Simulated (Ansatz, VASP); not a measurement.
Two plane-wave programs on Ga3BSb2

INCAR

```
SYSTEM = Ga3BSb2
PREC     = Accurate       ! precision mode
ENCUT    = 600            ! plane-wave cutoff, eV
EDIFF    = 1E-6           ! SCF threshold, eV
ISMEAR   = 0              ! smearing method
SIGMA    = 0.1            ! smearing width, eV
LREAL    = .FALSE.        ! projectors in reciprocal space
LASPH    = .TRUE.         ! aspherical terms in the spheres
NELM     = 100            ! most SCF steps
ALGO     = Normal         ! electronic algorithm
ISIF     = 3              ! what is computed and relaxed
LWAVE    = .FALSE.        ! write WAVECAR
LCHARG   = .FALSE.        ! write CHGCAR
GGA      = PE             ! functional
IBRION   = 2              ! ionic algorithm
NSW      = 100            ! ionic steps
EDIFFG   = -0.01          ! ionic threshold
```

The input KPOINTS:

```
Automatic mesh
0
G
  12 12 4
  0 0 0
```

File POSCAR:

```
Ga3BSb2
1.0
    3.7989419870      0.0000000000      0.0000000000
   -1.8994709935      3.2899802683      0.0000000000
    0.0000000000      0.0000000000     10.5249850030
Ga B Sb
3 1 2
Direct
    0.6666666667      0.3333333333      0.0828811915
    0.6666666667      0.3333333333      0.4335346786
    0.0000000000      0.0000000000      0.5859753182
    0.0000000000      0.0000000000      0.7838008637
    0.3333333333      0.6666666667      0.8517513883
    0.3333333333      0.6666666667      0.2620565797
```

Input for Ansatz:

```yaml
crystal:
  lattice:
    - [3.798941987, 0.0, 0.0]
    - [-1.8994709935, 3.2899802683, 0.0]
    - [0.0, 0.0, 10.524985003]
  atoms:
    - { symbol: Ga, position: [0.6666666667, 0.3333333333, 0.0828811915] }
    - { symbol: Ga, position: [0.6666666667, 0.3333333333, 0.4335346786] }
    - { symbol: Ga, position: [0.0, 0.0, 0.5859753182] }
    - { symbol: B, position: [0.0, 0.0, 0.7838008637] }
    - { symbol: Sb, position: [0.3333333333, 0.6666666667, 0.8517513883] }
    - { symbol: Sb, position: [0.3333333333, 0.6666666667, 0.2620565797] }
basis:
  ecutwfc: 420
kpoints:
  mp_grid: { grid: [12, 12, 4] }
hamiltonian:
  xc: pbe
scf:
  occupations: { method: gaussian, width: 0.1 }
output:
  forces: true
  stress: true
  eigenvalues: true
relax:
  adjacent_minimum: "off"
  f_tol: 0.01
  max_steps: 80
  cell: { stress_tol: 0.05 }
```

Change from the starting cell: species swapped into the Y2Ga3Ni type (P3m1, No. 156).

Alike in both runs: task relaxation of cell and atoms; functional PBE; k mesh 12 × 12 × 4; occupations gaussian, width 0.1 eV; no spin polarisation.

```csv
,VASP,Ansatz
version,VASP 6.6.1,Ansatz 0.2.0
potentials or method,"VASP PAW PBE potentials, release 64 (Ga_d, B, Sb), cutoff 600 eV","scalar-relativistic, plane waves, PAW"
valence electrons in the cell,52,72
```

```csv
,VASP,Ansatz,Ansatz less VASP
"gap on the k mesh at the Fermi level, each at its own relaxed structure (eV)",none,none,-
relaxed volume (Å³/atom),21.93,21.89,-0.034
relaxed length of the cell vector where the two differ most in proportion (Å),10.779,10.774,-0.0056
```

A gap of «none» marks a metal or a gap that the smearing closes. VASP's potentials hold 52 valence electrons a cell and Ansatz's 72, so a difference there can come from the potentials and not from the codes.

Neither program's run includes spin-orbit coupling.
